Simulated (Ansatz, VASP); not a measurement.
**Two plane-wave programs on Nb3ReTe**

```xyz
5
Lattice="3.7814 0.0000 0.0000 0.0000 3.7814 0.0000 0.0000 0.0000 7.6117" Properties=species:S:1:pos:R:3 pbc="T T T"
Nb    1.8907    0.0000    4.4328
Nb    0.0000    1.8907    4.4328
Nb    1.8907    1.8907    6.9715
Re    0.0000    0.0000    6.6066
Te    1.8907    1.8907    2.2781
```

Alike in both runs: task single point; functional PBE; k mesh 4 × 4 × 2; occupations gaussian, width 0.1 eV; collinear spin.

|  | VASP | Ansatz |
| --- | --- | --- |
| version | VASP 6.6.1 | Ansatz 0.2.0 |
| potentials or method | VASP PAW PBE potentials, release 64 (Nb_sv, Re, Te), cutoff 520 eV | scalar-relativistic, plane waves, PAW |
| valence electrons in the cell | 52 | 70 |

|  | VASP | Ansatz | Ansatz less VASP |
| --- | --- | --- | --- |
| gap on the k mesh at the Fermi level (eV) | none | none | - |
| pressure (GPa) | -0.1 | 0.1 | +0.23 |
| traceless stress, the component that is largest in VASP (GPa) | 0.03 | 0.05 | +0.025 |
| rms of the force components (eV/Å) | 0.020 | 0.017 | -0.0036 |
| net moment per atom (μB) | 0.00 | 0.00 | 0.000 |

Atom by atom the forces differ by 0.006 eV/Å (rms over components). A gap of «none» marks a metal or a gap that the smearing closes. With one functional, cell and mesh, what is left measures potentials, basis and numerics. VASP's potentials hold 52 valence electrons a cell and Ansatz's 70, so a difference there can come from the potentials and not from the codes. Ansatz's warnings: seeded moment not kept.

The k mesh is coarse, so the values compare programs but aren't converged. Neither program's run includes spin-orbit coupling.
